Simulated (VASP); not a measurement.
Write the native input for VASP 6.6.1 that does the following.

```
Task                   : relaxation of cell and atoms
Functional             : PBEsol
Potentials or basis    : VASP PAW PBE potentials, release 64 (In_d, Sb)
Cutoff                 : 500 eV
k mesh                 : 12 × 12 × 12
Occupations            : fermi-dirac, width 0.15 eV
Spin                   : no spin polarisation
Target pressure        : 16 GPa
Dipole correction      : no
Further INCAR settings : ALGO = Normal; EDIFF = 1e-07; IBRION = 2; EDIFFG = -0.001; NSW = 80; ISIF = 3
```

The structure of InSb lies in POSCAR:

```
InSb
1.0
    0.0000000000      3.2599290654      3.2599290654
    3.2599290654      0.0000000000      3.2599290654
    3.2599290654      3.2599290654      0.0000000000
In Sb
1 1
Direct
    0.0000000000      0.0000000000      0.0000000000
    0.7500000000      0.7500000000      0.7500000000
```

One way to write it, as run:

INCAR

```
PREC     = Accurate       # precision mode
ENCUT    = 500            # plane-wave cutoff, eV
EDIFF    = 1E-7           # SCF threshold, eV
ISMEAR   = -1             # smearing method
SIGMA    = 0.15           # smearing width, eV
LREAL    = F              # projectors in reciprocal space
LASPH    = T              # aspherical terms in the spheres
NELM     = 120            # most SCF steps
ALGO     = Normal         # electronic algorithm
ISIF     = 3              # what is computed and relaxed
LWAVE    = F              # write WAVECAR
LCHARG   = F              # write CHGCAR
GGA      = PS             # functional
IBRION   = 2              # ionic algorithm
NSW      = 80             # ionic steps
EDIFFG   = -0.001         # ionic threshold
PSTRESS  = 160.0        
GGA_COMPAT= F            
NELMIN   = 4
```

KPOINTS

```
Automatic mesh
0
Gamma
  12 12 12
```

Potentials or basis: VASP PAW PBE potentials, release 64 (In_d, Sb).

Command:

```bash
$ cat potpaw_PBE.64/In_d/POTCAR potpaw_PBE.64/Sb/POTCAR > POTCAR
$ mpirun -np 1 vasp_std > vasp.out
```

Results of the run:

| Item | Value |
| --- | --- |
| Relaxed volume | 27.79 Å³/atom |
| Relaxed cell | a = 4.284 Å, b = 4.284 Å, c = 4.284 Å, α = 60.00°, β = 60.00°, γ = 60.00° |
| Space group after relaxing (to 0.1 Å) | F-43m (No. 216) |
| Energy change on relaxing (the run minimises the enthalpy) | +277.4 meV/atom |
| Ionic steps | 5 |
| Pressure after relaxing | 16.0 GPa |
| Band gap on the k mesh | 0.77 eV (least direct gap 0.94 eV) |

Caveat: the cell is relaxed towards a set pressure, so the run minimises the enthalpy, not the energy; the volume moved by over 15 % at a fixed basis, so the end points are rough; the PAW data sets were made with another functional, which shifts forces and pressure a little; spin-orbit coupling is left out, which moves the levels of the heavy elements.

It took 7.5 min on 1 thread of Intel Xeon 8259CL, with other jobs on the host, peak memory 0.26 GiB.
